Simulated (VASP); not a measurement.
**Bi: single point with PBE+D3(BJ)**

The system is Bi.

```
CELL_PARAMETERS angstrom
-1.81251 2.10643 1.95947
1.81251 -2.10643 1.95947
1.81251 2.10643 -1.95947
ATOMIC_POSITIONS crystal
Bi 0.00000 0.00000 0.00000
```

This cell differs from its parent crystal: strain +e along x and -e along y -0.0750, strain +e along z and -e/2 along x and y +0.0000.

| Quantity | Value |
| --- | --- |
| Program | VASP 6.6.1 |
| Task | single point |
| Functional | PBE |
| Dispersion | D3(BJ) |
| Potentials or basis | VASP PAW PBE potentials, release 64 (Bi_d) |
| Cutoff | 520 eV |
| k mesh | 16 × 16 × 16 |
| Occupations | gaussian, width 0.15 eV |
| Spin | no spin polarisation |

- Pressure: 0.6 GPa
- Dispersion energy per atom: -0.527 eV

Stress tensor (GPa, compression positive):
```
 0.87  0.00  0.00
 0.00 -0.16  0.00
 0.00  0.00  1.01
```

Levels at points of the mesh, in eV from the Fermi level:
```tsv
k point	band 5	band 6	band 7	band 8	band 9	band 10
(0.00, 0.00, 0.00)	-22.95	-13.85	5.03	5.03	5.83	9.34
(0.50, 0.00, 0.00)	-22.89	-10.89	-5.50	2.59	4.63	7.18
(0.00, 0.50, 0.00)	-22.87	-10.24	-5.16	0.99	2.41	5.27
(0.50, 0.50, 0.00)	-22.88	-10.48	-5.34	1.67	3.40	6.10
(0.50, 0.50, 0.50)	-22.88	-8.50	-3.04	-1.95	-0.52	3.06
```

Wall time 3.9 min on 1 thread of Intel(R) Xeon(R) Platinum 8488C (Sapphire Rapids), on a shared host, peak memory 0.35 GiB.

Caveat: the cell differs from its parent crystal (strain +e along x and -e along y -0.0750, strain +e along z and -e/2 along x and y +0.0000); spin-orbit coupling is left out, which moves the levels of the heavy elements; pairwise dispersion overbinds metals, which lowers pressure and volume.
